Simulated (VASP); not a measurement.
Set up this calculation in VASP 6.6.1, as the native input.

| Property | Result |
| --- | --- |
| Task | single point |
| Functional | PBE |
| Potentials or basis | VASP PAW PBE potentials, release 64 (Sb, S) |
| Cutoff | 520 eV |
| k mesh | 12 × 12 × 12 |
| Occupations | gaussian, width 0.1 eV |
| Spin | no spin polarisation |
| Dipole correction | no |
| Further INCAR settings | ALGO = Normal; EDIFF = 1e-07; NBANDS = 20 |

The structure of SbS3 lies in POSCAR:

```
SbS3
1.0
    4.2317870558      0.0000000000      0.0000000000
    0.0000000000      4.2317870558      0.0000000000
    0.0000000000      0.0000000000      4.2317870558
Sb S
1 3
Direct
    0.0000000000      0.0000000000      0.0000000000
    0.0000000000      0.5000000000      0.5000000000
    0.5000000000      0.0000000000      0.5000000000
    0.5000000000      0.5000000000      0.0000000000
```

These files were run (other wordings do the same):

INCAR

```
SYSTEM = SbS3
  PREC = Accurate
  ENCUT = 520
  EDIFF = 1E-7
  ISMEAR = 0
  SIGMA = 0.1
  LREAL = .FALSE.
  LASPH = .TRUE.
  NELM = 80
  ALGO = Normal
  ISIF = 2
  LWAVE = .FALSE.
  LCHARG = .TRUE.
  GGA = PE
  LELF = .TRUE.
  LVHAR = .TRUE.
  NBANDS = 20
```

KPOINTS

```
Automatic mesh
0
G
  12 12 12
  0 0 0
```

Potentials or basis: VASP PAW PBE potentials, release 64 (Sb, S).

Launch:

```bash
$ cat potpaw_PBE.64/Sb/POTCAR potpaw_PBE.64/S/POTCAR > POTCAR
$ mpirun -np 1 vasp_std > vasp.out
```

Results of the run:

```json
{
 "Pressure": "-0.3 GPa",
 "Band gap on the k mesh": "zero (an odd number of electrons rules out a gap without spin polarisation)"
}
```

Caveat: spin-orbit coupling is left out, which moves the levels of the heavy elements.

Wall time 110 s on 1 thread of Intel Xeon 8259CL, with other jobs on the host, peak memory 0.25 GiB.
